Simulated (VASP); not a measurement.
Input of a VASP 6.6.1 run:

The input INCAR:

```
PREC     = Accurate       # precision mode
ENCUT    = 520            # plane-wave cutoff, eV
EDIFF    = 1E-7           # SCF threshold, eV
ISMEAR   = 0              # smearing method
SIGMA    = 0.05           # smearing width, eV
LREAL    = F              # projectors in reciprocal space
LASPH    = T              # aspherical terms in the spheres
NELM     = 60             # most SCF steps
ALGO     = Normal         # electronic algorithm
ISIF     = 2              # what is computed and relaxed
LWAVE    = F              # write WAVECAR
LCHARG   = T              # write CHGCAR
GGA      = PE             # functional
LELF     = T              # ELF
LVHAR    = T            
NBANDS   = 16             # bands
```

File KPOINTS:

```
regular mesh
0
Gamma
  10 10 10
```

Contents of POSCAR:

```
AgCl
1.0
    0.0000000000      2.4225696658      3.6338544987
    2.4225696658      0.0000000000      3.6338544987
    2.4225696658      2.4225696658      0.0000000000
Ag Cl
1 1
Direct
    0.5000000000      0.5000000000      0.5000000000
    0.0000000000      0.0000000000      0.0000000000
```

Potentials or basis: VASP PAW PBE potentials, release 64 (Ag, Cl).

Run with:

```bash
$ cat potpaw_PBE.64/Ag/POTCAR potpaw_PBE.64/Cl/POTCAR > POTCAR
$ mpirun -np 1 vasp_std > vasp.out
```

Question: Estimate the band gap on the k mesh.

Answer: 0.10 eV (least direct gap 2.38 eV).

Question: Predict the pressure.

Answer: 17.0 GPa.

Stress tensor (GPa, compression positive):
```
25.45  0.00  0.00
 0.00 25.45  0.00
 0.00  0.00  0.23
```

Caveat: the stress differs along the axes, from 0 to 25 GPa; semilocal functionals underestimate gaps, and a narrow one can read as zero. A k mesh can miss the band edges.
